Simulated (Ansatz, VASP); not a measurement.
## MoS2 in VASP and in Ansatz

The input INCAR:

```
PREC     = Accurate       # precision mode
ENCUT    = 520            # plane-wave cutoff, eV
EDIFF    = 1E-6           # SCF threshold, eV
ISMEAR   = 0              # smearing method
SIGMA    = 0.012          # smearing width, eV
LREAL    = False          # projectors in reciprocal space
LASPH    = True           # aspherical terms in the spheres
NELM     = 100            # most SCF steps
ALGO     = Normal         # electronic algorithm
ISIF     = 2              # what is computed and relaxed
LWAVE    = False          # write WAVECAR
LCHARG   = True           # write CHGCAR
GGA      = PE             # functional
LELF     = True           # ELF
LVHAR    = True         
NBANDS   = 20             # bands
```

Contents of KPOINTS:

```
Automatic mesh
0
Gamma
  9 9 4
```

POSCAR

```
MoS2
1.0
    3.2274645616      0.0000000000      0.0000000000
   -1.6137322808      2.7950663001      0.0000000000
    0.0000000000      0.0000000000      6.3124734200
Mo S
1 2
Direct
    0.0000000000      0.0000000000      0.5000000000
    0.6666666667      0.3333333333      0.7446806800
    0.3333333333      0.6666666667      0.2553193200
```

The input input.yaml:

```yaml
crystal:
  lattice:
    - [3.2274645616, 0.0, 0.0]
    - [-1.6137322808, 2.7950663001, 0.0]
    - [0.0, 0.0, 6.31247342]
  atoms:
    - { symbol: Mo, position: [0.0, 0.0, 0.5] }
    - { symbol: S, position: [0.6666666667, 0.3333333333, 0.74468068] }
    - { symbol: S, position: [0.3333333333, 0.6666666667, 0.25531932] }
hamiltonian:
  xc: pbe
  pseudopotentials: { kind: paw }
kpoints:
  mp_grid: { grid: [9, 9, 4] }
scf:
  occupations: { method: gaussian, width: 0.012 }
output:
  forces: true
  stress: true
  eigenvalues: true
  write_density: true
  write_potential: true
  elf: true
  volumetric_format: npy
```

Alike in both runs: task single point; functional PBE; k mesh 9 × 9 × 4; occupations gaussian, width 0.012 eV; no spin polarisation.

|  | VASP | Ansatz |
| --- | --- | --- |
| version | VASP 6.6.1 | Ansatz 0.2.0 |
| potentials or method | VASP PAW PBE potentials, release 64 (Mo_sv, S) | Ansatz PAW |
| plane-wave cutoff (eV) | 520 | 420 |
| valence electrons in the cell | 26 | 26 |

|  | VASP | Ansatz | Ansatz less VASP |
| --- | --- | --- | --- |
| gap on the k mesh at the Fermi level (eV) | none | none | - |
| pressure (GPa) | 0.9 | 1.1 | +0.11 |
| traceless stress, the component that is largest in VASP (GPa) | 2.03 | 2.02 | -0.010 |
| rms of the force components (eV/Å) | 0.137 | 0.141 | +0.0040 |

Atom by atom the forces differ by 0.004 eV/Å (rms over components). A gap of «none» marks a metal or a gap that the smearing closes. The functional is the same, so the differences come from potentials, cutoffs and numerics.
